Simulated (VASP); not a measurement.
Crystal: ZnH2.

```
Zn H
1.0
     2.83373    0.00000    0.00000
    -1.41687    2.45408    0.00000
     0.00000    0.00000    7.30712
Zn H
2 4
Direct
  0.33333 0.66667 0.25000
  0.66667 0.33333 0.75000
  0.33333 0.66667 0.54800
  0.66667 0.33333 0.04800
  0.33333 0.66667 0.95200
  0.66667 0.33333 0.45200
```

The cell was built from a structure type or drawn by symmetry, and may not be a known phase.

```yaml
Program: VASP 6.6.1
Task: relaxation of cell and atoms
Functional: PBE
Potentials_or_basis: VASP PAW PBE potentials, release 64 (Zn, H_h)
Cutoff: 910 eV
k_mesh: 6 × 6 × 4
Occupations: gaussian, width 0.1 eV
Spin: no spin polarisation
```

At the start: pressure -7.5 GPa; volume 8.47 Å³/atom.

How do energy, volume and symmetry change on relaxing?

Over 27 steps the energy falls by 120.7 meV/atom and the volume is 8.45 Å³/atom (-0.2 %); space group P6_3/mmc (No. 194, to 0.1 Å) before and after.

The path:
```
step  energy change (eV)  largest force (eV/Å)  pressure (GPa)  volume (Å³)
   1              0.0000                0.1807           -7.50        50.82
   2             -0.1528                0.1357           -3.90        47.95
   3             -0.2130                0.1511            0.09        45.63
   4             -0.2161                0.1569            1.27        45.00
   5             -0.2298                0.1774            1.07        45.23
   6             -0.2493                0.2204            0.52        45.93
   7             -0.2622                0.2002            0.10        46.24
   8             -0.2883                0.1238           -1.03        47.16
   9             -0.2882                0.0310           -2.33        49.04
  10             -0.2938                0.0435           -1.93        48.27
  11             -0.3069                0.0318           -0.25        47.35
  12             -0.3129                0.0239            1.53        46.41
  13             -0.3213                0.0321            1.92        46.22
  14             -0.3634                0.0500            3.05        45.65
  15             -0.4122                0.2365            6.65        44.49
  16             -0.4180                0.2659            6.87        44.45
  17             -0.4293                0.3196            7.72        44.35
  18             -0.4335                0.4618            9.78        44.12
  19             -0.4661                0.4280            9.07        44.49
  20             -0.5607                0.3430            7.10        45.59
  21             -0.6792                0.2080            4.13        47.77
  22             -0.6889                0.2017            0.51        52.01
  23             -0.7137                0.0042            1.64        50.37
  24             -0.7152                0.0457            2.08        49.84
  25             -0.7152                0.0355            1.99        49.95
  26             -0.7208                0.0275            1.31        50.23
  27             -0.7243                0.0129            0.17        50.72
```

Final structure:
```xyz
6
Lattice="2.6756 0.0000 0.0000 -1.3378 2.3171 0.0000 0.0000 0.0000 8.1815" Properties=species:S:1:pos:R:3 pbc="T T T"
Zn    0.0000    1.5447    2.0454
Zn    1.3378    0.7724    6.1361
H     0.0000    1.5447    4.9461
H     1.3378    0.7724    0.8554
H     0.0000    1.5447    7.3261
H     1.3378    0.7724    3.2353
```

Caveat: the k points lie up to 0.45 Å⁻¹ apart in the final cell, too coarse for converged energies and pressures of a metal.
